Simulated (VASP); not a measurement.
# C (Fd-3m) in VASP: further runs

The runs below take C through single point, with LDA.

All numbers are computed with VASP 6.6.1; they aren't measurements. Logs are shortened: lines on timing, memory, paths and dates and some standing lists are left out, and cuts for length are marked.

## Step 1: The cell of the first run

The structure is cubic, space group Fd-3m (No. 227). Conventional cell: a = 3.494 Å, b = 3.494 Å, c = 3.494 Å, α = 90.00°, β = 90.00°, γ = 90.00°. C (site symmetry -43m) has 4 C at 1.51 Å within 2.0 Å.

## Step 2: Single point, LDA, collinear spin, ferromagnetic start (volume scaled by 0.94)

The input, INCAR:

```
SYSTEM = C
  ALGO = Normal
  EDIFF = 1E-7
  ENCUT = 520
  ISIF = 2
  ISMEAR = -5
  ISPIN = 2
  LASPH = .True.
  LCHARG = .False.
  LORBIT = 11
  LREAL = .False.
  LWAVE = .False.
  MAGMOM = 0.5 0.5
  NBANDS = 15
  NELM = 150
  NUPDOWN = 1.0
  PREC = Accurate
  SIGMA = 0.05
```

The input, KPOINTS:

```
k-points
0
Gamma
  13 13 13
  0 0 0
```

The input, POSCAR:

```
C
1.0
    0.0000000000      1.7469644787      1.7469644787
    1.7469644787      0.0000000000      1.7469644787
    1.7469644787      1.7469644787      0.0000000000
C
2
Direct
    0.7500000000      0.7500000000      0.7500000000
    0.5000000000      0.5000000000      0.5000000000
```

Potentials or basis: VASP PAW LDA potentials, release 64 (C).

Run with:

```bash
$ cat potpaw_LDA.64/C/POTCAR > POTCAR
$ mpirun -np 1 vasp_std > vasp.out
```

OUTCAR:

```text
SYSTEM = C
   EDIFF = 1E-7
   ENCUT = 520
   ISIF = 2
   ISMEAR = -5
   ISPIN = 2
   LASPH = .True.
   LORBIT = 11
   LREAL = .False.
   NELM = 150
   NUPDOWN = 1.0
   PREC = Accurate

 ion  position               nearest neighbor table
   1  0.750  0.750  0.750-   2 1.51   2 1.51   2 1.51   2 1.51
   2  0.500  0.500  0.500-   1 1.51   1 1.51   1 1.51   1 1.51

  LATTYP: Found a face centered cubic cell.
 ALAT       =     3.4939289574

  Lattice vectors:

 A1 = (   0.0000000000,   1.7469644787,   1.7469644787)
 A2 = (   1.7469644787,   0.0000000000,   1.7469644787)
 A3 = (   1.7469644787,   1.7469644787,   0.0000000000)

Analysis of symmetry for initial positions (statically):
=====================================================================
 Subroutine PRICEL returns:
 Original cell was already a primitive cell.

 Routine SETGRP: Setting up the symmetry group for a
 face centered cubic supercell.

 Subroutine GETGRP returns: Found 48 space group operations
 (whereof 24 operations were pure point group operations)
 out of a pool of 48 trial point group operations.

The static configuration has the point symmetry T_d .
 The point group associated with its full space group is O_h .

Analysis of symmetry for dynamics (positions and initial velocities):
=====================================================================
 Subroutine PRICEL returns:
 Original cell was already a primitive cell.

 Routine SETGRP: Setting up the symmetry group for a
 face centered cubic supercell.

 Subroutine GETGRP returns: Found 48 space group operations
 (whereof 24 operations were pure point group operations)
 out of a pool of 48 trial point group operations.

The dynamic configuration has the point symmetry T_d .
 The point group associated with its full space group is O_h .

Analysis of structural, dynamic, and magnetic symmetry:
=====================================================================
 Subroutine PRICEL returns:
 Original cell was already a primitive cell.

 Routine SETGRP: Setting up the symmetry group for a
 face centered cubic supercell.

 Subroutine GETGRP returns: Found 48 space group operations
 (whereof 24 operations were pure point group operations)
 out of a pool of 48 trial point group operations.

The overall configuration has the point symmetry T_d .
 The point group associated with its full space group is O_h .

 Subroutine INISYM returns: Found 48 space group operations
 (whereof 24 operations are pure point group operations),
 and found     1 'primitive' translations

----------------------------------------------------------------------------------------

                                     Primitive cell

[... 136 lines left out ...]
  free energy    TOTEN  =       -16.16520717 eV

  energy without entropy =      -16.16520717  energy(sigma->0) =      -16.16520717

 E-fermi :   7.2539     XC(G=0): -13.8628

 val. band max:       17.1358511968   @ k =  -0.3077   0.3846   0.0769
 cond. band min:       7.3724290725   @ k =   0.1538   0.0000   0.0000
 fundamental gap:     -9.7634221243
 Fermi energy:        17.2843773319

 spin component 1

 k-point     1 :       0.0000    0.0000    0.0000
  band No.  band energies     occupation
      1     -12.0447      1.00000
      2       9.9168      1.00000
      3       9.9168      1.00000
      4       9.9168      1.00000
      5      15.7507      1.00000
      6      15.7507      1.00000
      7      15.7507      1.00000
      8      24.9523      0.00000
      9      30.1015      0.00000
     10      37.5598      0.00000
     11      37.5598      0.00000
     12      38.3875      0.00000
     13      38.3875      0.00000
     14      38.3875      0.00000
[... 403 lines left out ...]
      4       5.8475      1.00000
      5      17.3803      0.20455
      6      20.9429      0.00000
      7      21.7268      0.00000
      8      24.4444      0.00000
      9      31.1871      0.00000
     10      34.2652      0.00000
     11      38.0222      0.00000
     12      38.4429      0.00000
     13      46.1298      0.00000
     14      52.0829      0.00000
     15      54.9787      0.00000

 [... further k-points ...]

 spin component 2

 k-point     1 :       0.0000    0.0000    0.0000
  band No.  band energies     occupation
      1     -11.2695      1.00000
      2      10.7950      0.00000
      3      10.7950      0.00000
      4      10.7950      0.00000
      5      16.5862      0.00000
      6      16.5862      0.00000
      7      16.5862      0.00000
      8      25.8471      0.00000
      9      30.8023      0.00000
     10      38.2664      0.00000
     11      38.2664      0.00000
     12      39.0254      0.00000
     13      39.0254      0.00000
     14      39.0254      0.00000
[... 403 lines left out ...]
      4       6.6961      1.01801
      5      18.1681      0.00000
      6      21.7852      0.00000
      7      22.5818      0.00000
      8      25.2598      0.00000
      9      31.9628      0.00000
     10      35.0895      0.00000
     11      38.7411      0.00000
     12      39.1207      0.00000
     13      46.8605      0.00000
     14      52.8286      0.00000
     15      55.6805      0.00000

 [... further k-points ...]
[... 5 lines left out ...]
  --------------------------------------------------------------------------------------
  -------------------------------------------------------------------------------------
  Total        3.8713283      3.8713283      3.8713283      0.0000000      0.0000000     -0.0000000
  in kB      581.6856736    581.6856736    581.6856736      0.0000000      0.0000000     -0.0000000
  external PRESSURE =     581.6856736 kB  Pullay stress =       0.0000000 kB

 VOLUME and BASIS-vectors are now :
 -----------------------------------------------------------------------------
  energy-cutoff  :      520.00
  volume of cell :       10.66
      direct lattice vectors                 reciprocal lattice vectors
     0.000000000  1.746964479  1.746964479    -0.286210742  0.286210742  0.286210742
     1.746964479  0.000000000  1.746964479     0.286210742 -0.286210742  0.286210742
     1.746964479  1.746964479  0.000000000     0.286210742  0.286210742 -0.286210742

 POSITION                                       TOTAL-FORCE (eV/Angst)
 -----------------------------------------------------------------------------------
      2.62045      2.62045      2.62045         0.000000     -0.000000     -0.000000
      1.74696      1.74696      1.74696        -0.000000      0.000000      0.000000
 -----------------------------------------------------------------------------------
    total drift:                                0.000000     -0.000000      0.000000

  FREE ENERGIE OF THE ION-ELECTRON SYSTEM (eV)
  ---------------------------------------------------
  free  energy   TOTEN  =       -16.1652071679 eV

  energy  without entropy=      -16.1652071679  energy(sigma->0) =      -16.16520717

 total charge

# of ion       s       p       d       tot
------------------------------------------
    1        0.864   1.729   0.000   2.594
    2        0.864   1.729   0.000   2.594
--------------------------------------------------
tot          1.729   3.458   0.000   5.187

 magnetization (x)

# of ion       s       p       d       tot
------------------------------------------
    1        0.044   0.265   0.000   0.309
    2        0.044   0.265   0.000   0.309
--------------------------------------------------
tot          0.087   0.531   0.000   0.618
```

Wall time 20 s (1 thread of Intel Xeon Platinum 8488C (Sapphire Rapids), shared host); peak memory 0.12 GiB.

Results:

| Quantity | Value |
| --- | --- |
| Free energy | -16.1652 eV |
| Pressure | 58.2 GPa |
| Net moment | 1.00 μB per cell |
| Site moments | C +0.31 μB |
| Valence electrons inside the program's atomic spheres | C 2.59 |

Caveat: the total moment is fixed, so each spin has its own Fermi level.

## Step 3: Single point, LDA, collinear spin, ferromagnetic start (volume scaled by 0.96)

The input, INCAR:

```
SYSTEM = C
PREC = Accurate
ENCUT = 520
EDIFF = 1E-6
ISMEAR = -5
SIGMA = 0.05
LREAL = .FALSE.
LASPH = .TRUE.
NELM = 150
ALGO = Normal
ISIF = 2
LWAVE = .FALSE.
LCHARG = .FALSE.
ISPIN = 2
MAGMOM = 0.5 0.5
LORBIT = 11
NUPDOWN = 1.0
NBANDS = 15
```

The input, KPOINTS:

```
Automatic mesh
0
G
  13 13 13
  0 0 0
```

The input, POSCAR:

```
C
1.0
    0.0000000000      1.7592674508      1.7592674508
    1.7592674508      0.0000000000      1.7592674508
    1.7592674508      1.7592674508      0.0000000000
C
2
Direct
    0.7500000000      0.7500000000      0.7500000000
    0.5000000000      0.5000000000      0.5000000000
```

Potentials or basis: VASP PAW LDA potentials, release 64 (C).

Run with:

```bash
$ cat potpaw_LDA.64/C/POTCAR > POTCAR
$ mpirun -np 1 vasp_std > vasp.out
```

Wall time 17 s (1 thread of Intel Xeon Platinum 8488C (Sapphire Rapids), shared host); peak memory 0.12 GiB.

The run converged. Its results:

- Free energy: -16.2395 eV
- Pressure: 46.4 GPa
- Net moment: 1.00 μB per cell
- Site moments: C +0.31 μB
- Valence electrons inside the program's atomic spheres: C 2.57

Caveat: the total moment is fixed, so each spin has its own Fermi level.

[end of part 1 of 2]
